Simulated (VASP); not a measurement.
# Al3Ni5 (Cmmm) in VASP: notebook

Runs on Al3Ni5. Level: PBEsol. Tasks: single point.

Program: VASP 6.6.1. These are calculated values, not measurements. Logs are shortened: lines on timing, memory, paths and dates and some standing lists are left out, and cuts for length are marked.

## Step 1: The cell of the first run

It takes space group Cmmm (No. 65, orthorhombic). The conventional cell has a = 6.587 Å, b = 7.605 Å, c = 3.720 Å, α = 90.00°, β = 90.00°, γ = 90.00°. Al (site symmetry mmm) has 8 Ni at 2.37 to 2.52 Å and 4 Al at 2.83 Å within 3.1 Å. Within 3.4 Å of Al (site symmetry m2m) lie 10 Ni at 2.47 to 2.59 Å and 5 Al at 2.83 to 3.35 Å. Ni (site symmetry mmm) has 6 Al at 2.50 to 3.29 Å and 8 Ni at 2.52 to 2.60 Å within 3.3 Å. Within 3.3 Å of Ni (site symmetry 2/m) lie 6 Al at 2.49 to 2.52 Å and 8 Ni at 2.52 to 3.29 Å. Within 3.1 Å of Ni (site symmetry 2mm) lie 6 Al at 2.37 to 2.59 Å and 7 Ni at 2.60 to 2.95 Å.

## Step 2: Single point, PBEsol (strain +0.0300 x Voigt [0, 1, 0, 0, 0, 0])

The input, INCAR:

```
SYSTEM = Al3Ni5
PREC     = Accurate       ! precision mode
ENCUT    = 520            ! plane-wave cutoff, eV
EDIFF    = 1E-7           ! SCF threshold, eV
ISMEAR   = 0              ! smearing method
SIGMA    = 0.15           ! smearing width, eV
LREAL    = .False.        ! projectors in reciprocal space
LASPH    = .True.         ! aspherical terms in the spheres
NELM     = 100            ! most SCF steps
ALGO     = Fast           ! electronic algorithm
ISIF     = 2              ! what is computed and relaxed
LWAVE    = .False.        ! write WAVECAR
LCHARG   = .True.         ! write CHGCAR
GGA      = PS             ! functional
LELF     = .True.         ! ELF
LVHAR    = .True.       
NBANDS   = 40             ! bands
```

The input, KPOINTS:

```
regular mesh
0
Gamma
  8 8 10
  0 0 0
```

The input, POSCAR:

```
Al3Ni5
1.0
    3.2933322760     -3.8026957250      0.0000000000
    3.2933322760      3.8026957250      0.0000000000
    0.0000000000      0.0000000000      3.7203545651
Al Ni
3 5
Direct
    0.5000000000      0.5000000000      0.0000000000
    0.7796888787      0.2203111213      0.5000000000
    0.2203111213      0.7796888787      0.5000000000
    0.0000000000      0.0000000000      0.0000000000
    0.0000000000      0.5000000000      0.0000000000
    0.5000000000      0.0000000000      0.0000000000
    0.2762373066      0.2762373066      0.5000000000
    0.7237626934      0.7237626934      0.5000000000
```

Potentials or basis: VASP PAW PBE potentials, release 64 (Al, Ni).

Started as:

```
$ cat potpaw_PBE.64/Al/POTCAR potpaw_PBE.64/Ni/POTCAR > POTCAR
$ mpirun -np 1 vasp_std > vasp.out
```

OUTCAR:

```text
SYSTEM = Al3Ni5
   PREC = Accurate
   ENCUT = 520
   EDIFF = 1E-7
   ISMEAR = 0
   LREAL = .False.
   LASPH = .True.
   NELM = 100
   ISIF = 2
   GGA = PS

 ion  position               nearest neighbor table
   1  0.500  0.500  0.000-   7 2.37   8 2.37   7 2.37   8 2.37   5 2.52   6 2.52   6 2.52   5 2.52
                             2 2.83   3 2.83   2 2.83   3 2.83
   2  0.780  0.220  0.500-   7 2.47   8 2.47   5 2.49   6 2.49   5 2.49   6 2.49   4 2.50   4 2.50
                             8 2.59   7 2.59   1 2.83   1 2.83   3 3.32   3 3.32   3 3.35
   3  0.220  0.780  0.500-   7 2.47   8 2.47   5 2.49   6 2.49   5 2.49   6 2.49   4 2.50   4 2.50
                             8 2.59   7 2.59   1 2.83   1 2.83   2 3.32   2 3.32   2 3.35
   4  0.000  0.000  0.000-   2 2.50   3 2.50   2 2.50   3 2.50   5 2.52   6 2.52   5 2.52   6 2.52
                             7 2.60   8 2.60   7 2.60   8 2.60
   5  0.000  0.500  0.000-   2 2.49   3 2.49   2 2.49   3 2.49   1 2.52   4 2.52   4 2.52   1 2.52
                             7 2.67   8 2.67   7 2.67   8 2.67
   6  0.500  0.000  0.000-   2 2.49   3 2.49   2 2.49   3 2.49   1 2.52   4 2.52   1 2.52   4 2.52
                             7 2.67   8 2.67   7 2.67   8 2.67
   7  0.276  0.276  0.500-   1 2.37   1 2.37   3 2.47   2 2.47   2 2.59   3 2.59   4 2.60   4 2.60
                             5 2.67   6 2.67   5 2.67   6 2.67   8 2.95
   8  0.724  0.724  0.500-   1 2.37   1 2.37   3 2.47   2 2.47   2 2.59   3 2.59   4 2.60   4 2.60
                             5 2.67   6 2.67   5 2.67   6 2.67   7 2.95

  LATTYP: Found a base centered orthorhombic cell.
 ALAT       =     6.5866645520
 B/A-ratio  =     1.1546650645
 C/A-ratio  =     0.5648313400

  Lattice vectors:

 A1 = (   3.2933322760,  -3.8026957250,   0.0000000000)
 A2 = (   3.2933322760,   3.8026957250,   0.0000000000)
 A3 = (   0.0000000000,   0.0000000000,   3.7203545651)

Analysis of symmetry for initial positions (statically):
=====================================================================
 Subroutine PRICEL returns:
 Original cell was already a primitive cell.

 Routine SETGRP: Setting up the symmetry group for a
 base centered orthorhombic supercell.

 Subroutine GETGRP returns: Found  8 space group operations
 (whereof  8 operations were pure point group operations)
 out of a pool of  8 trial point group operations.

The static configuration has the point symmetry D_2h.

Analysis of symmetry for dynamics (positions and initial velocities):
=====================================================================
 Subroutine PRICEL returns:
 Original cell was already a primitive cell.

 Routine SETGRP: Setting up the symmetry group for a
 base centered orthorhombic supercell.

 Subroutine GETGRP returns: Found  8 space group operations
 (whereof  8 operations were pure point group operations)
 out of a pool of  8 trial point group operations.

The dynamic configuration has the point symmetry D_2h.

 Subroutine INISYM returns: Found  8 space group operations
 (whereof  8 operations are pure point group operations),
 and found     1 'primitive' translations

----------------------------------------------------------------------------------------

                                     Primitive cell

  volume of cell :      93.1840

  direct lattice vectors                    reciprocal lattice vectors
     3.293332276 -3.802695725  0.000000000     0.151821911 -0.131485671  0.000000000
     3.293332276  3.802695725  0.000000000     0.151821911  0.131485671  0.000000000
     0.000000000  0.000000000  3.720354565     0.000000000  0.000000000  0.268791585

  length of vectors
     5.030559835  5.030559835  3.720354565     0.200844155  0.200844155  0.268791585

  position of ions in fractional coordinates (direct lattice)
     0.500000000  0.500000000  0.000000000
     0.779688879  0.220311121  0.500000000
     0.220311121  0.779688879  0.500000000
     0.000000000  0.000000000  0.000000000
     0.000000000  0.500000000  0.000000000
     0.500000000  0.000000000  0.000000000
     0.276237307  0.276237307  0.500000000
     0.723762693  0.723762693  0.500000000

  ion indices of the primitive-cell ions
   primitive index   ion index
                 1           1
                 2           2
                 3           3
                 4           4
                 5           5
                 6           6
                 7           7
                 8           8

----------------------------------------------------------------------------------------

 KPOINTS: regular mesh

Automatic generation of k-mesh.
 Grid dimensions read from file:
 generate k-points for:    8    8   10

 Generating k-lattice:

  Cartesian coordinates                     Fractional coordinates (reciprocal lattice)
     0.018977739 -0.016435709  0.000000000     0.125000000  0.000000000  0.000000000
[... 72 lines left out ...]
   IVDW    =     0    specifies the selected vdW correction
   LEPSILON=     F    determine dielectric tensor
   LRPA    =     F    only Hartree local field effects (RPA)
 non-spin polarized calculation
 RMM-DIIS sequential band-by-band and
 Gauss-broadening in eV      SIGMA  =   0.15
  energy-cutoff  :      520.00
  volume of cell :       93.18
 maximum number of plane-waves:      2536
 NGX is ok and might be reduce to    40
   NGX = 19   NGY = 19   NGZ = 13

 number of electron      58.9999910 magnetization

 Free energy of the ion-electron system (eV)
  ---------------------------------------------------
  ext. energy  EPLUGINS =         0.00000000
  ---------------------------------------------------
  free energy    TOTEN  =       -47.57084622 eV

  energy without entropy =      -47.52343377  energy(sigma->0) =      -47.54714000

 E-fermi :   9.6620     XC(G=0): -12.4733

 val. band max:        9.6598753728   @ k =   0.2500   0.2500   0.4000
 cond. band min:       9.6644351367   @ k =   0.3750   0.2500   0.4000
 fundamental gap:      0.0045597638
 Fermi energy:         9.6619726897

 k-point     1 :       0.0000    0.0000    0.0000
  band No.  band energies     occupation
      1      -0.9951      2.00000
      2       3.6843      2.00000
      3       3.8393      2.00000
      4       4.6661      2.00000
      5       5.3399      2.00000
      6       5.4250      2.00000
[... 32 lines left out ...]
     39      16.5794      0.00000
     40      16.7368      0.00000

 k-point     2 :       0.1250   -0.0000    0.0000
  band No.  band energies     occupation
      1      -0.8994      2.00000
      2       3.1239      2.00000
      3       4.0072      2.00000
      4       4.7235      2.00000
      5       5.2634      2.00000
      6       5.6906      2.00000
[... 32 lines left out ...]
     39      16.8111      0.00000
     40      17.1650      0.00000

 k-point     3 :       0.2500   -0.0000    0.0000
  band No.  band energies     occupation
      1      -0.6153      2.00000
      2       2.2353      2.00000
      3       4.1670      2.00000
      4       4.8373      2.00000
      5       5.2967      2.00000
      6       5.7594      2.00000
[... 32 lines left out ...]
     39      17.0755      0.00000
     40      17.7758      0.00000

 k-point     4 :       0.3750    0.0000    0.0000
  band No.  band energies     occupation
      1      -0.1570      2.00000
      2       1.3516      2.00000
      3       4.3866      2.00000
      4       4.8497      2.00000
      5       5.2961      2.00000
      6       5.8154      2.00000
[... 32 lines left out ...]
     39      16.5703      0.00000
     40      17.0422      0.00000
[... 772 lines left out ...]
     39      16.3593      0.00000
     40      16.7674      0.00000

 k-point    23 :       0.1250   -0.0000    0.1000
  band No.  band energies     occupation
      1      -0.7891      2.00000
      2       3.1911      2.00000
      3       4.0499      2.00000
      4       4.7898      2.00000
      5       5.2808      2.00000
      6       5.7493      2.00000
[... 32 lines left out ...]
     39      16.9573      0.00000
     40      17.1754      0.00000

 k-point    24 :       0.2500   -0.0000    0.1000
  band No.  band energies     occupation
      1      -0.5063      2.00000
      2       2.3231      2.00000
      3       4.2135      2.00000
      4       4.8928      2.00000
      5       5.3300      2.00000
      6       5.7864      2.00000
[... 32 lines left out ...]
     39      16.9090      0.00000
     40      16.9679      0.00000

 [... further k-points ...]

------------------------ aborting loop because EDIFF is reached ----------------------------------------

  FORCE on cell =-STRESS in cart. coord.  units (eV):
  Direction    XX          YY          ZZ          XY          YZ          ZX
  --------------------------------------------------------------------------------------
  -------------------------------------------------------------------------------------
  Total       -2.6167143     -4.1967415     -1.5316487      0.0000000      0.0000000      0.0000000
  in kB      -44.9909780    -72.1574787    -26.3346953      0.0000000      0.0000000      0.0000000
  external PRESSURE =     -47.8277173 kB  Pullay stress =       0.0000000 kB

 VOLUME and BASIS-vectors are now :
 -----------------------------------------------------------------------------
  energy-cutoff  :      520.00
  volume of cell :       93.18
      direct lattice vectors                 reciprocal lattice vectors
     3.293332276 -3.802695725  0.000000000     0.151821911 -0.131485671  0.000000000
     3.293332276  3.802695725  0.000000000     0.151821911  0.131485671  0.000000000
     0.000000000  0.000000000  3.720354565     0.000000000  0.000000000  0.268791585

 POSITION                                       TOTAL-FORCE (eV/Angst)
 -----------------------------------------------------------------------------------
      3.29333      0.00000      0.00000        -0.000000     -0.000000      0.000000
      3.29333     -2.12714      1.86018        -0.000000      0.002118      0.000000
      3.29333      2.12714      1.86018        -0.000000     -0.002118     -0.000000
      0.00000      0.00000      0.00000        -0.000000     -0.000000      0.000000
      1.64667      1.90135      0.00000        -0.000000     -0.000000      0.000000
      1.64667     -1.90135      0.00000        -0.000000     -0.000000      0.000000
      1.81948      0.00000      1.86018        -0.062912     -0.000000     -0.000000
      4.76718      0.00000      1.86018         0.062912     -0.000000      0.000000
 -----------------------------------------------------------------------------------
    total drift:                               -0.000000     -0.000000      0.000000

  FREE ENERGIE OF THE ION-ELECTRON SYSTEM (eV)
  ---------------------------------------------------
  free  energy   TOTEN  =       -47.5708462238 eV

  energy  without entropy=      -47.5234337700  energy(sigma->0) =      -47.54714000
```

It took 13 min on 1 thread of Intel Xeon 8259CL, shared host; peak memory 0.46 GiB.

What came out:

```
Free energy            : -47.5708 eV
Pressure               : -4.8 GPa
Largest force          : 0.063 eV/Å
Band gap on the k mesh : zero (an odd number of electrons rules out a gap without spin polarisation)
```

Forces in eV/Å, atoms in the order of the input:
```
Al   0.000  0.000  0.000
Al   0.000  0.002  0.000
Al   0.000 -0.002  0.000
Ni   0.000  0.000  0.000
Ni   0.000  0.000  0.000
Ni   0.000  0.000  0.000
Ni  -0.063  0.000  0.000
Ni   0.063  0.000  0.000
```

Caveat: the cell differs from its parent crystal (strain +0.0300 x Voigt [0, 1, 0, 0, 0, 0]); the cell stands under tension; the PAW data sets were made with another functional, which shifts forces and pressure a little. Spin polarisation is off, so any magnetic state and its effect on volume and gap are missing.

## Step 3: Single point, PBEsol (strain +0.0450 x Voigt [0, 1, 0, 0, 0, 0])

The input, INCAR:

```
ALGO = Fast
EDIFF = 1E-6
ENCUT = 520
GGA = PS
ISIF = 2
ISMEAR = 0
LASPH = True
LCHARG = True
LELF = True
LREAL = False
LVHAR = True
LWAVE = False
NBANDS = 40
NELM = 100
PREC = Accurate
SIGMA = 0.15
```

The input, KPOINTS:

```
k-points
0
Gamma
  8 8 10
```

Edit POSCAR of step 2 so:

```diff
@@ -2,4 +2,4 @@
 1.0
-    3.2933322760     -3.8026957250      0.0000000000
-    3.2933322760      3.8026957250      0.0000000000
+    3.2933322760     -3.8580747890      0.0000000000
+    3.2933322760      3.8580747890      0.0000000000
     0.0000000000      0.0000000000      3.7203545651
```

Potentials or basis: VASP PAW PBE potentials, release 64 (Al, Ni).

Started as:

```
$ cat potpaw_PBE.64/Al/POTCAR potpaw_PBE.64/Ni/POTCAR > POTCAR
$ mpirun -np 1 vasp_std > vasp.out
```

Run time: 10 min. Hardware: 1 thread of Intel Xeon 8259CL, shared host; peak memory 0.46 GiB.

Results (log left out):

```
Free energy            : -47.4951 eV
Pressure               : -7.0 GPa
Largest force          : 0.093 eV/Å
Band gap on the k mesh : zero (an odd number of electrons rules out a gap without spin polarisation)
```

Forces in eV/Å, atoms in the order of the input:
```
Al   0.000  0.000  0.000
Al   0.000 -0.002  0.000
Al   0.000  0.002  0.000
Ni   0.000  0.000  0.000
Ni   0.000  0.000  0.000
Ni   0.000  0.000  0.000
Ni  -0.093  0.000  0.000
Ni   0.093  0.000  0.000
```

Stress tensor (GPa, compression positive):
```
 -6.40   0.00   0.00
  0.00 -10.61   0.00
  0.00   0.00  -3.91
```

Levels at points of the mesh, in eV from the Fermi level:
```tsv
k point	band 25	band 26	band 27	band 28	band 29	band 30	band 31	band 32	band 33	band 34
(0.00, 0.00, 0.00)	-1.06	-0.93	-0.85	-0.67	-0.64	-0.57	0.05	0.34	2.30	3.71
(0.50, 0.00, 0.00)	-1.06	-0.98	-0.89	-0.73	-0.23	-0.20	1.08	2.13	2.34	3.61
(0.50, 0.50, 0.00)	-1.14	-1.02	-1.00	-0.94	-0.57	3.15	3.20	3.22	3.58	4.01
(0.00, 0.00, 0.50)	-1.49	-1.30	-1.19	-1.06	-0.69	-0.66	-0.39	2.02	2.41	2.51
(0.50, 0.00, 0.50)	-1.29	-1.16	-1.13	-1.07	-0.55	0.62	0.85	0.90	0.99	2.87
(0.50, 0.50, 0.50)	-1.31	-1.27	-1.15	-1.12	-0.99	-0.08	-0.06	0.04	0.07	5.99
```

Caveat: the cell differs from its parent crystal (strain +0.0450 x Voigt [0, 1, 0, 0, 0, 0]); the cell stands under tension; the PAW data sets were made with another functional, which shifts forces and pressure a little. Spin polarisation is off, so any magnetic state and its effect on volume and gap are missing.

## Step 4: Single point, PBEsol (strain +0.0525 x Voigt [0, 1, 0, 0, 0, 0])

The input, INCAR:

```
  PREC = Accurate
  ENCUT = 520
  EDIFF = 1E-6
  ISMEAR = 0
  SIGMA = 0.15
  LREAL = False
  LASPH = True
  NELM = 60
  ALGO = Fast
  ISIF = 2
  LWAVE = False
  LCHARG = False
  GGA = PS
  NBANDS = 40
```

The input, KPOINTS:

```
Automatic mesh
0
Gamma
  8 8 10
```

Edit POSCAR of step 3 so:

```diff
@@ -2,4 +2,4 @@
 1.0
-    3.2933322760     -3.8580747890      0.0000000000
-    3.2933322760      3.8580747890      0.0000000000
+    3.2933322760     -3.8857643209      0.0000000000
+    3.2933322760      3.8857643209      0.0000000000
     0.0000000000      0.0000000000      3.7203545651
```

Started as:

```
$ cat potpaw_PBE.64/Al/POTCAR potpaw_PBE.64/Ni/POTCAR > POTCAR
$ mpirun -np 1 vasp_std > vasp.out
```

Run time: 10 min. Hardware: 1 thread of Intel Xeon 8259CL, shared host; peak memory 0.47 GiB.

It converged, with:

```
Free energy            : -47.4468 eV
Pressure               : -8.0 GPa
Largest force          : 0.109 eV/Å
Band gap on the k mesh : zero (an odd number of electrons rules out a gap without spin polarisation)
```

Forces on the atoms (eV/Å):
```
Al   0.000  0.000  0.000
Al   0.000 -0.006  0.000
Al   0.000  0.006  0.000
Ni   0.000  0.000  0.000
Ni   0.000  0.000  0.000
Ni   0.000  0.000  0.000
Ni  -0.109  0.000  0.000
Ni   0.109  0.000  0.000
```

Stress tensor (GPa, compression positive):
```
 -7.25   0.00   0.00
  0.00 -12.19   0.00
  0.00   0.00  -4.48
```

Levels at points of the mesh, in eV from the Fermi level:
```
           k point  band 27  band 28  band 29  band 30  band 31  band 32
(0.00, 0.00, 0.00)    -0.84    -0.65    -0.59    -0.58     0.04     0.32
(0.50, 0.00, 0.00)    -0.87    -0.73    -0.22    -0.18     1.08     2.15
(0.50, 0.50, 0.00)    -0.99    -0.92    -0.57     3.15     3.17     3.19
(0.00, 0.00, 0.50)    -1.18    -1.06    -0.69    -0.66    -0.40     2.00
(0.50, 0.00, 0.50)    -1.12    -1.06    -0.55     0.61     0.83     0.88
(0.50, 0.50, 0.50)    -1.14    -1.10    -0.98    -0.08    -0.04     0.03
```

Caveat: the cell differs from its parent crystal (strain +0.0525 x Voigt [0, 1, 0, 0, 0, 0]); the cell stands under tension; the PAW data sets were made with another functional, which shifts forces and pressure a little. Spin polarisation is off, so any magnetic state and its effect on volume and gap are missing.

## Step 5: The runs side by side

| cell | further INCAR settings | gap on the mesh (eV) | pressure (GPa) | largest force (eV/Å) |
| --- | --- | --- | --- | --- |
| a = 5.031, b = 5.031, c = 3.720 Å, angles 90.0, 90.0, 98.2°, 8 atoms | ALGO = Fast; EDIFF = 1e-07; NBANDS = 40 | none | -4.8 | 0.06 |
| a = 5.073, b = 5.073, c = 3.720 Å, angles 90.0, 90.0, 99.0°, 8 atoms | ALGO = Fast; EDIFF = 1e-06; NBANDS = 40 | none | -7.0 | 0.09 |
| a = 5.094, b = 5.094, c = 3.720 Å, angles 90.0, 90.0, 99.4°, 8 atoms | ALGO = Fast; EDIFF = 1e-06; NBANDS = 40 | none | -8.0 | 0.11 |

Alike in all rows: task single point; level PBEsol; potentials or basis VASP PAW PBE potentials, release 64 (Al, Ni); no spin polarisation; k mesh 8 × 8 × 10; cutoff (eV) 520; smearing gaussian 0.15 eV.

Caveats: the cell stands under tension; the PAW data sets were made with another functional, which shifts forces and pressure a little.

Absolute energies hang on the potentials; compare differences alone.
